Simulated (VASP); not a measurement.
# F (Fd-3m) in VASP: further runs

The runs below take F through single point, with LDA.

Everything below comes from runs of VASP 6.6.1. Logs are shortened: lines on timing, memory, paths and dates and some standing lists are left out, and cuts for length are marked.

### 1 The cell of the first run

It takes space group Fd-3m (No. 227, cubic). Conventional cell: a = 3.934 Å, b = 3.934 Å, c = 3.934 Å, α = 90.00°, β = 90.00°, γ = 90.00°. F (site symmetry -43m) has 4 F at 1.70 Å within 2.3 Å.

### 2 Single point, LDA (7.61 Å³/atom)

Input file INCAR:

```
SYSTEM = F
ALGO = Normal
EDIFF = 1E-6
ENCUT = 520
GGA = CA
ISIF = 2
ISMEAR = -1
LASPH = .True.
LCHARG = .False.
LREAL = .False.
LWAVE = .False.
NBANDS = 14
NELM = 60
PREC = Accurate
SIGMA = 0.1
```

Input file KPOINTS:

```
k-points
0
Gamma
  14 14 14
  0 0 0
```

Input file POSCAR:

```
F
1.0
    0.0000000000      1.9668286013      1.9668286013
    1.9668286013      0.0000000000      1.9668286013
    1.9668286013      1.9668286013      0.0000000000
F
2
Direct
   -0.1250000000     -0.1250000000     -0.1250000000
    0.1250000000      0.1250000000      0.1250000000
```

Potentials or basis: VASP PAW LDA potentials, release 64 (F).

Command:

```sh
$ cat potpaw_LDA.64/F/POTCAR > POTCAR
$ mpirun -np 1 vasp_std > vasp.out
```

OUTCAR:

```text
SYSTEM = F
   EDIFF = 1E-6
   ENCUT = 520
   GGA = CA
   ISIF = 2
   ISMEAR = -1
   LASPH = .True.
   LREAL = .False.
   NELM = 60
   PREC = Accurate

 ion  position               nearest neighbor table
   1  0.875  0.875  0.875-   2 1.70   2 1.70   2 1.70   2 1.70
   2  0.125  0.125  0.125-   1 1.70   1 1.70   1 1.70   1 1.70

  LATTYP: Found a face centered cubic cell.
 ALAT       =     3.9336572026

  Lattice vectors:

 A1 = (   0.0000000000,   1.9668286013,   1.9668286013)
 A2 = (   1.9668286013,   0.0000000000,   1.9668286013)
 A3 = (   1.9668286013,   1.9668286013,   0.0000000000)

Analysis of symmetry for initial positions (statically):
=====================================================================
 Subroutine PRICEL returns:
 Original cell was already a primitive cell.

 Routine SETGRP: Setting up the symmetry group for a
 face centered cubic supercell.

 Subroutine GETGRP returns: Found 48 space group operations
 (whereof 12 operations were pure point group operations)
 out of a pool of 48 trial point group operations.

The static configuration has the point symmetry D_3d.
 The point group associated with its full space group is O_h .

Analysis of symmetry for dynamics (positions and initial velocities):
=====================================================================
 Subroutine PRICEL returns:
 Original cell was already a primitive cell.

 Routine SETGRP: Setting up the symmetry group for a
 face centered cubic supercell.

 Subroutine GETGRP returns: Found 48 space group operations
 (whereof 12 operations were pure point group operations)
 out of a pool of 48 trial point group operations.

The dynamic configuration has the point symmetry D_3d.
 The point group associated with its full space group is O_h .

 Subroutine INISYM returns: Found 48 space group operations
 (whereof 12 operations are pure point group operations),
 and found     1 'primitive' translations

----------------------------------------------------------------------------------------

                                     Primitive cell

  volume of cell :      15.2170

  direct lattice vectors                    reciprocal lattice vectors
     0.000000000  1.966828601  1.966828601    -0.254216356  0.254216356  0.254216356
     1.966828601  0.000000000  1.966828601     0.254216356 -0.254216356  0.254216356
     1.966828601  1.966828601  0.000000000     0.254216356  0.254216356 -0.254216356

  length of vectors
     2.781515683  2.781515683  2.781515683     0.440315645  0.440315645  0.440315645

  position of ions in fractional coordinates (direct lattice)
     0.875000000  0.875000000  0.875000000
     0.125000000  0.125000000  0.125000000

  ion indices of the primitive-cell ions
   primitive index   ion index
                 1           1
                 2           2

----------------------------------------------------------------------------------------

 KPOINTS: k-points

Automatic generation of k-mesh.
 Grid dimensions read from file:
 generate k-points for:   14   14   14

 Generating k-lattice:

  Cartesian coordinates                     Fractional coordinates (reciprocal lattice)
    -0.018158311  0.018158311  0.018158311     0.071428571  0.000000000  0.000000000
     0.018158311 -0.018158311  0.018158311     0.000000000  0.071428571  0.000000000
     0.018158311  0.018158311 -0.018158311     0.000000000  0.000000000  0.071428571

  Length of vectors
     0.031451117  0.031451117  0.031451117

  Shift w.r.t. Gamma in fractional coordinates (k-lattice)
     0.000000000  0.000000000  0.000000000

 Subroutine IBZKPT returns following result:
 ===========================================

 Found    104 irreducible k-points:

 Following reciprocal coordinates:
            Coordinates               Weight
  0.000000  0.000000  0.000000      1.000000
  0.071429  0.000000  0.000000      8.000000
  0.142857  0.000000  0.000000      8.000000
  0.214286  0.000000  0.000000      8.000000
  0.285714  0.000000  0.000000      8.000000
  0.357143  0.000000  0.000000      8.000000
[... 16 lines left out ...]
  0.214286  0.142857  0.000000     24.000000
  0.285714  0.142857  0.000000     24.000000
 [... further k-points ...]
   k-points           NKPTS =    104   k-points in BZ     NKDIM =    104   number of bands    NBANDS=     14
   number of dos      NEDOS =    301   number of ions     NIONS =      2
   total plane-waves  NPLWV =  13824
   dimension x,y,z NGX =    24 NGY =   24 NGZ =   24
   dimension x,y,z NGXF=    48 NGYF=   48 NGZF=   48
   ions per type =               2
   NGX,Y,Z   is equivalent  to a cutoff of  14.34, 14.34, 14.34 a.u.
   NGXF,Y,Z  is equivalent  to a cutoff of  28.69, 28.69, 28.69 a.u.
 SYSTEM =  F
   PREC   = accura    normal or accurate (medium, high low for compatibility)
   ISTART =      0    job   : 0-new  1-cont  2-samecut
   ICHARG =      2    charge: 1-file 2-atom 10-const
   ISPIN  =      1    spin polarized calculation?
   LNONCOLLINEAR =      F non collinear calculations
   LSORBIT =      F    spin-orbit coupling
   LASPH  =      T    aspherical Exc in radial PAW
   ENCUT  =  520.0 eV  38.22 Ry    6.18 a.u.   5.17  5.17  5.17*2*pi/ulx,y,z
   NELM   =     60;   NELMIN=  2; NELMDL= -5     # of ELM steps
   EDIFF  = 0.1E-05   stopping-criterion for ELM
   LREAL  =      F    real-space projection
   EDIFFG = 0.1E-04   stopping-criterion for IOM
   NSW    =      0    number of steps for IOM
   IBRION =     -1    ionic relax: 0-MD 1-quasi-New 2-CG
   NFREE  =      0    steps in history (QN), initial steepest desc. (CG)
   ISIF   =      2    stress and relaxation
   ISYM   =      2    0-nonsym 1-usesym 2-fastsym
   POTIM  = 0.5000    time-step for ionic-motion
   TEBEG  =    0.0;   TEEND  =   0.0 temperature during run
   PSTRESS=    0.0 pullay stress
   NELECT =      14.0000    total number of electrons
   NUPDOWN=      -1.0000    fix difference up-down
   EMIN   =  10.00;   EMAX   =-10.00  energy-range for DOS
   EFERMI =   0.00;   METHOD = LEGACY
   ISMEAR =    -1;   SIGMA  =   0.10  broadening in eV -4-tet -1-fermi 0-gaus
   EFERMI_NEDOS =   21; number of points for ismear=-14 and -15
   IALGO  =     38    algorithm
   IMIX   =      4    mixing-type and parameters
     AMIX     =   0.40;   BMIX     =  1.00
     AMIX_MAG =   1.60;   BMIX_MAG =  1.00
  volume/ion in A,a.u.               =       7.61        51.34
  Fermi-wavevector in a.u.,A,eV,Ry     =   1.592237  3.008891 34.493736  2.535218
  Thomas-Fermi vector in A             =   2.690653
   LORBIT       =      0    0 simple, 1 ext, 2 COOP (PROOUT), +10 PAW based schemes
   GGA     = CA    functional components
   LHFCALC =     F    Hartree Fock is set to
   AEXX    =    0.0000 exact exchange contribution
   IVDW    =     0    specifies the selected vdW correction
   LEPSILON=     F    determine dielectric tensor
   LRPA    =     F    only Hartree local field effects (RPA)
 non-spin polarized calculation
  energy-cutoff  :      520.00
  volume of cell :       15.22
 maximum number of plane-waves:       424
 NGX is ok and might be reduce to    24
   NGX = 11   NGY = 11   NGZ = 11

 number of electron      14.0000008 magnetization

 Free energy of the ion-electron system (eV)
  ---------------------------------------------------
  ext. energy  EPLUGINS =         0.00000000
  ---------------------------------------------------
  free energy    TOTEN  =        -0.69171481 eV

  energy without entropy =       -0.60959701  energy(sigma->0) =       -0.65065591

 E-fermi :   1.8550     XC(G=0): -12.2510

 val. band max:        1.8419323429   @ k =  -0.2143   0.3571   0.1429
 cond. band min:       1.8703071737   @ k =   0.4286   0.1429   0.0000
 fundamental gap:      0.0283748308
 Fermi energy:         1.8550227112

 k-point     1 :       0.0000    0.0000    0.0000
  band No.  band energies     occupation
      1     -25.8701      2.00000
      2     -16.0700      2.00000
      3      -4.0566      2.00000
      4      -4.0566      2.00000
      5      -4.0566      2.00000
      6      -0.2547      2.00000
      7      -0.2547      2.00000
      8      -0.2547      2.00000
      9      11.9996      0.00000
     10      29.4998      0.00000
     11      29.4998      0.00000
     12      29.4998      0.00000
     13      30.6180      0.00000
     14      30.6180      0.00000

 k-point     2 :       0.0714    0.0000    0.0000
  band No.  band energies     occupation
      1     -25.7953      2.00000
      2     -16.2083      2.00000
      3      -4.1341      2.00000
      4      -4.1341      2.00000
      5      -4.1262      2.00000
      6      -0.1921      2.00000
      7      -0.1668      2.00000
      8      -0.1668      2.00000
      9      12.2097      0.00000
     10      28.4274      0.00000
     11      28.4274      0.00000
     12      28.4547      0.00000
     13      31.9501      0.00000
     14      31.9501      0.00000

 k-point     3 :       0.1429    0.0000    0.0000
  band No.  band energies     occupation
      1     -25.5759      2.00000
      2     -16.6005      2.00000
      3      -4.3421      2.00000
      4      -4.3336      2.00000
      5      -4.3336      2.00000
      6       0.0253      2.00000
      7       0.0605      2.00000
      8       0.0605      2.00000
      9      12.7790      0.00000
     10      26.6320      0.00000
     11      27.2457      0.00000
     12      27.2457      0.00000
     13      33.7108      0.00000
     14      33.7108      0.00000

 k-point     4 :       0.2143    0.0000    0.0000
  band No.  band energies     occupation
      1     -25.2271      2.00000
      2     -17.1910      2.00000
      3      -4.6828      2.00000
      4      -4.5872      2.00000
      5      -4.5872      2.00000
      6       0.3505      2.00000
      7       0.3505      2.00000
      8       0.4171      2.00000
      9      13.5647      0.00000
     10      24.7950      0.00000
     11      26.3594      0.00000
     12      26.3594      0.00000
     13      33.8229      0.00000
     14      34.5303      0.00000

 k-point     5 :       0.2857    0.0000    0.0000
  band No.  band energies     occupation
      1     -24.7793      2.00000
      2     -17.8956      2.00000
      3      -5.0700      2.00000
      4      -4.8343      2.00000
      5      -4.8343      2.00000
      6       0.6327      1.99999
      7       0.6327      1.99999
      8       0.9208      1.99982
      9      14.4268      0.00000
     10      23.0681      0.00000
     11      25.7668      0.00000
[... 276 lines left out ...]
 k-point    22 :       0.1429    0.1429    0.0000
  band No.  band energies     occupation
      1     -25.4744      2.00000
      2     -16.7695      2.00000
      3      -4.7329      2.00000
      4      -4.7329      2.00000
      5      -3.6211      2.00000
      6      -0.7192      2.00000
      7       0.4775      2.00000
      8       0.4775      2.00000
      9      13.0297      0.00000
     10      23.7151      0.00000
     11      29.5692      0.00000
     12      29.5692      0.00000
     13      31.4018      0.00000
     14      33.1430      0.00000

 k-point    23 :       0.2143    0.1429    0.0000
  band No.  band energies     occupation
      1     -25.2118      2.00000
      2     -17.2021      2.00000
      3      -5.0786      2.00000
      4      -5.0068      2.00000
      5      -3.5019      2.00000
      6      -0.7836      2.00000
      7       0.7843      1.99996
      8       0.8114      1.99994
      9      13.6024      0.00000
     10      22.4235      0.00000
     11      28.8386      0.00000
     12      28.8534      0.00000
     13      32.6426      0.00000
     14      33.3896      0.00000

 k-point    24 :       0.2857    0.1429    0.0000
  band No.  band energies     occupation
      1     -24.8283      2.00000
      2     -17.7971      2.00000
      3      -5.5464      2.00000
      4      -5.2503      2.00000
      5      -3.5070      2.00000
      6      -0.5904      2.00000
      7       1.0660      1.99925
      8       1.1897      1.99742
      9      14.3084      0.00000
     10      21.3820      0.00000
     11      27.6329      0.00000
     12      27.8989      0.00000
     13      33.4813      0.00000
     14      34.1340      0.00000

 [... further k-points ...]

------------------------ aborting loop because EDIFF is reached ----------------------------------------

  FORCE on cell =-STRESS in cart. coord.  units (eV):
  Direction    XX          YY          ZZ          XY          YZ          ZX
  --------------------------------------------------------------------------------------
  -------------------------------------------------------------------------------------
  Total       10.0816037     10.0816037     10.0816037      0.0000000      0.0000000     -0.0000000
  in kB     1061.4771842   1061.4771842   1061.4771842      0.0000000      0.0000000     -0.0000000
  external PRESSURE =    1061.4771842 kB  Pullay stress =       0.0000000 kB

 VOLUME and BASIS-vectors are now :
 -----------------------------------------------------------------------------
  energy-cutoff  :      520.00
  volume of cell :       15.22
      direct lattice vectors                 reciprocal lattice vectors
     0.000000000  1.966828601  1.966828601    -0.254216356  0.254216356  0.254216356
     1.966828601  0.000000000  1.966828601     0.254216356 -0.254216356  0.254216356
     1.966828601  1.966828601  0.000000000     0.254216356  0.254216356 -0.254216356

 POSITION                                       TOTAL-FORCE (eV/Angst)
 -----------------------------------------------------------------------------------
      3.44195      3.44195      3.44195        -0.000000     -0.000000     -0.000000
      0.49171      0.49171      0.49171         0.000000      0.000000      0.000000
 -----------------------------------------------------------------------------------
    total drift:                                0.000000      0.000000      0.000000

  FREE ENERGIE OF THE ION-ELECTRON SYSTEM (eV)
  ---------------------------------------------------
  free  energy   TOTEN  =        -0.6917148107 eV

  energy  without entropy=       -0.6095970057  energy(sigma->0) =       -0.65065591
```

It took 24 s on 1 thread of Intel Xeon 8259CL, shared host; peak memory 0.13 GiB.

Results:

```
Free energy            : -0.6917 eV
Pressure               : 106.1 GPa
Band gap on the k mesh : zero (bands 7 and 8 overlap by 2.87 eV)
```

Caveat: the cell stands under pressure.

### 3 Single point, LDA (7.61 Å³/atom)

Input file INCAR:

```
SYSTEM = F
PREC = Accurate
ENCUT = 520
EDIFF = 1E-6
ISMEAR = -1
SIGMA = 0.1
LREAL = .FALSE.
LASPH = .TRUE.
NELM = 60
ALGO = Normal
ISIF = 2
LWAVE = .FALSE.
LCHARG = .TRUE.
LELF = .TRUE.
LVHAR = .TRUE.
NBANDS = 14
```

Input file KPOINTS:

```
Automatic mesh
0
G
  14 14 14
  0 0 0
```

POSCAR is that of step 2.

Potentials or basis: VASP PAW LDA potentials, release 64 (F).

Command:

```sh
$ cat potpaw_LDA.64/F/POTCAR > POTCAR
$ mpirun -np 1 vasp_std > vasp.out
```

It took 23 s on 1 thread of Intel Xeon 8259CL, shared host; peak memory 0.13 GiB.

The run converged. Its results:

```
Free energy            : -0.6917 eV
Pressure               : 106.1 GPa
Band gap on the k mesh : zero (bands 7 and 8 overlap by 2.87 eV)
```

Levels at points of the mesh, in eV from the Fermi level:
```tsv
k point	band 5	band 6	band 7	band 8	band 9	band 10
(0.00, 0.00, 0.00)	-5.91	-2.11	-2.11	-2.11	10.14	27.64
(0.50, 0.00, 0.00)	-7.06	-0.80	-0.80	0.06	14.53	17.89
(0.50, 0.50, 0.00)	-4.03	-4.03	0.76	0.76	14.68	14.68
```

Caveat: the cell stands under pressure.

### 4 Single point, LDA (8.88 Å³/atom)

This run uses another cell than the first one, of 8.88 Å³/atom.

Input file INCAR:

```
PREC = Accurate
ENCUT = 520
EDIFF = 1E-6
ISMEAR = -1
SIGMA = 0.1
LREAL = False
LASPH = True
NELM = 80
ALGO = Normal
ISIF = 2
LWAVE = False
LCHARG = False
GGA = CA
NBANDS = 14
```

Input file KPOINTS:

```
Automatic mesh
0
Gamma
  14 14 14
```

Input file POSCAR:

```
F
1.0
    0.0000000000      2.0705327855      2.0705327855
    2.0705327855      0.0000000000      2.0705327855
    2.0705327855      2.0705327855      0.0000000000
F
2
Direct
   -0.1250000000     -0.1250000000     -0.1250000000
    0.1250000000      0.1250000000      0.1250000000
```

Potentials or basis: VASP PAW LDA potentials, release 64 (F).

Command:

```sh
$ cat potpaw_LDA.64/F/POTCAR > POTCAR
$ mpirun -np 1 vasp_std > vasp.out
```

OUTCAR:

```text
PREC = Accurate
   ENCUT = 520
   EDIFF = 1E-6
   ISMEAR = -1
   LREAL = False
   LASPH = True
   NELM = 80
   ISIF = 2
   GGA = CA

 ion  position               nearest neighbor table
   1  0.875  0.875  0.875-   2 1.79   2 1.79   2 1.79   2 1.79
   2  0.125  0.125  0.125-   1 1.79   1 1.79   1 1.79   1 1.79

  LATTYP: Found a face centered cubic cell.
 ALAT       =     4.1410655710

  Lattice vectors:

 A1 = (   0.0000000000,   2.0705327855,   2.0705327855)
[... 595 lines left out ...]

------------------------ aborting loop because EDIFF is reached ----------------------------------------

  FORCE on cell =-STRESS in cart. coord.  units (eV):
  Direction    XX          YY          ZZ          XY          YZ          ZX
  --------------------------------------------------------------------------------------
  -------------------------------------------------------------------------------------
  Total        5.7065100      5.7065100      5.7065100     -0.0000000      0.0000000      0.0000000
  in kB      514.9971567    514.9971567    514.9971567     -0.0000000      0.0000000      0.0000000
  external PRESSURE =     514.9971567 kB  Pullay stress =       0.0000000 kB

 VOLUME and BASIS-vectors are now :
 -----------------------------------------------------------------------------
  energy-cutoff  :      520.00
  volume of cell :       17.75
      direct lattice vectors                 reciprocal lattice vectors
     0.000000000  2.070532786  2.070532786    -0.241483740  0.241483740  0.241483740
     2.070532786  0.000000000  2.070532786     0.241483740 -0.241483740  0.241483740
     2.070532786  2.070532786  0.000000000     0.241483740  0.241483740 -0.241483740

 POSITION                                       TOTAL-FORCE (eV/Angst)
 -----------------------------------------------------------------------------------
      3.62343      3.62343      3.62343         0.000000     -0.000000     -0.000000
      0.51763      0.51763      0.51763        -0.000000      0.000000      0.000000
 -----------------------------------------------------------------------------------
    total drift:                                0.000000      0.000000      0.000000

  FREE ENERGIE OF THE ION-ELECTRON SYSTEM (eV)
  ---------------------------------------------------
  free  energy   TOTEN  =        -1.9064493337 eV

  energy  without entropy=       -1.8064029342  energy(sigma->0) =       -1.85642613
```

OSZICAR:

```text
N       E                     dE             d eps       ncg     rms          rms(c)
DAV:   1     0.625522763583E+02    0.62552E+02   -0.87497E+03  3014   0.100E+03
DAV:   2    -0.433288785396E+00   -0.62986E+02   -0.60443E+02  3536   0.238E+02
DAV:   3    -0.192729797971E+01   -0.14940E+01   -0.14876E+01  3680   0.328E+01
DAV:   4    -0.193149753332E+01   -0.41996E-02   -0.41995E-02  3464   0.198E+00
DAV:   5    -0.193151159395E+01   -0.14061E-04   -0.14061E-04  3734   0.983E-02    0.124E+00
DAV:   6    -0.190776474757E+01    0.23747E-01   -0.37220E-02  3392   0.201E+00    0.415E-01
DAV:   7    -0.190641365335E+01    0.13511E-02   -0.51523E-03  3674   0.764E-01    0.133E-01
DAV:   8    -0.190644910160E+01   -0.35448E-04   -0.52074E-05  3488   0.749E-02    0.851E-03
DAV:   9    -0.190644933374E+01   -0.23214E-06   -0.20832E-06  3764   0.150E-02
   1 F= -.19064493E+01 E0= -.18564261E+01  d E =-.100046E+00
```

stdout:

```text
POSCAR found type information on POSCAR F
 POSCAR found :  1 types and       2 ions
 scaLAPACK will be used
 LDA part: xc-table for (Slater(with rela. corr.)+CA(PZ))
 , standard interpolation
 POSCAR, INCAR and KPOINTS ok, starting setup
 FFT: planning ... GRIDC
 FFT: planning ... GRID_SOFT
 FFT: planning ... GRID
 WAVECAR not read
 entering main loop
```

Wall time 24 s (1 thread of Intel Xeon 8259CL, shared host); peak memory 0.13 GiB.

What came out:

```yaml
Free_energy: -1.9064 eV
Pressure: 51.5 GPa
Band_gap_on_the_k_mesh: zero (bands 7 and 8 overlap by 2.24 eV)
```

Caveat: the cell stands under pressure.
